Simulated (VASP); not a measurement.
Set up this calculation in VASP 6.6.1, as the native input.

| Item | Value |
| --- | --- |
| Task | single point |
| Functional | r2SCAN0 |
| Potentials or basis | VASP PAW PBE potentials, release 64 (In_d, P) |
| Cutoff | 520 eV |
| k mesh | 5 × 5 × 5 |
| Occupations | fermi-dirac, width 0.05 eV |
| Spin | no spin polarisation |
| Dipole correction | no |
| Grid for exact exchange (PRECFOCK) | Normal |
| Further INCAR settings | ALGO = Normal; EDIFF = 1e-06; NBANDS = 16 |
| Share of exact exchange | 0.25 |

The system is InP.

```
In P
1.0
     0.00000    2.93050    2.93050
     2.93050    0.00000    2.93050
     2.93050    2.93050    0.00000
In P
1 1
Direct
  0.00000 0.00000 0.00000
  0.75000 0.75000 0.75000
```

These files were run (other wordings do the same):

POSCAR

```
InP
1.0
    0.0000000000      2.9305000000      2.9305000000
    2.9305000000      0.0000000000      2.9305000000
    2.9305000000      2.9305000000      0.0000000000
In P
1 1
Direct
    0.0000000000      0.0000000000      0.0000000000
    0.7500000000      0.7500000000      0.7500000000
```

INCAR.step1

```
SYSTEM = InP
PREC = Accurate ; ENCUT = 520
EDIFF = 1E-5 ; ISMEAR = -1
SIGMA = 0.05 ; LREAL = .False.
LASPH = .True. ; NELM = 80
ALGO = Normal ; ISIF = 2
LWAVE = .True. ; LCHARG = .False.
GGA = PE ; NBANDS = 16
```

INCAR.step2

```
SYSTEM = InP
PREC = Accurate ; ENCUT = 520
EDIFF = 1E-6 ; ISMEAR = -1
SIGMA = 0.05 ; LREAL = .False.
LASPH = .True. ; NELM = 80
ALGO = Normal ; ISIF = 2
LWAVE = .False. ; LCHARG = .False.
METAGGA = R2SCAN ; LHFCALC = .True.
AEXX = 0.25 ; LMIXTAU = .True.
PRECFOCK = Normal ; ISTART = 1
NBANDS = 16
```

KPOINTS

```
regular mesh
0
Gamma
  5 5 5
  0 0 0
```

Potentials or basis: VASP PAW PBE potentials, release 64 (In_d, P).

Run with:

```console
$ cat potpaw_PBE.64/In_d/POTCAR potpaw_PBE.64/P/POTCAR > POTCAR
$ cp INCAR.step1 INCAR
$ mpirun -np 1 vasp_std > vasp.out
$ cp INCAR.step2 INCAR
$ mpirun -np 1 vasp_std > vasp.out
```

It gave:

- Pressure: 0.2 GPa
- Band gap on the k mesh: 2.44 eV

Caveat: the PAW data sets were made with another functional, which shifts forces and pressure a little; spin-orbit coupling is left out, which moves the levels of the heavy elements.

It took 13 min on 1 thread of Intel(R) Xeon(R) Platinum 8259CL CPU @ 2.50GHz (Skylake/Cascade Lake), with other jobs on the host, peak memory 0.2 GiB.
